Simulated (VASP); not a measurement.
Here is a VASP 6.6.1 calculation.

Contents of POSCAR:

```
Hg
1.0
    3.0955948737      0.0000000000      0.0000000000
    0.0000000000      3.0955948737      0.0000000000
    0.0000000000      0.0000000000      3.0955948737
Hg
1
Direct
    0.5000000000      0.5000000000      0.5000000000
```

Contents of INCAR.step1:

```
SYSTEM = Hg
PREC = Accurate
ENCUT = 520
ISMEAR = 0
SIGMA = 0.1
LREAL = .FALSE.
LASPH = .TRUE.
NELM = 100
NBANDS = 12
GGA = PE
ALGO = Normal
EDIFF = 1E-4
LWAVE = .TRUE.
LCHARG = .FALSE.
```

The input INCAR.step2:

```
SYSTEM = Hg
PREC = Accurate
ENCUT = 520
EDIFF = 1E-7
ISMEAR = 0
SIGMA = 0.1
LREAL = .FALSE.
LASPH = .TRUE.
NELM = 100
ALGO = Normal
ISIF = 2
LWAVE = .FALSE.
LCHARG = .FALSE.
METAGGA = R2SCAN
LMIXTAU = .TRUE.
NBANDS = 12
ISTART = 1
```

KPOINTS

```
regular mesh
0
G
  18 18 18
  0 0 0
```

Potentials or basis: VASP PAW PBE potentials, release 64 (Hg).

Command:

```bash
$ cat potpaw_PBE.64/Hg/POTCAR > POTCAR
$ cp INCAR.step1 INCAR
$ mpirun -np 1 vasp_std > vasp.out
$ cp INCAR.step2 INCAR
$ mpirun -np 1 vasp_std > vasp.out
```

(1) What does it give for the pressure?

(2) What does it give for the band gap on the k mesh?

Answers

(1) -1.4 GPa.

(2) zero (band 6 reaches 5.00 eV, above the bottom of band 7 at -0.09 eV).

Caveat: the PAW data sets were made with another functional, which shifts forces and pressure a little; spin-orbit coupling is left out, which moves the levels of the heavy elements.
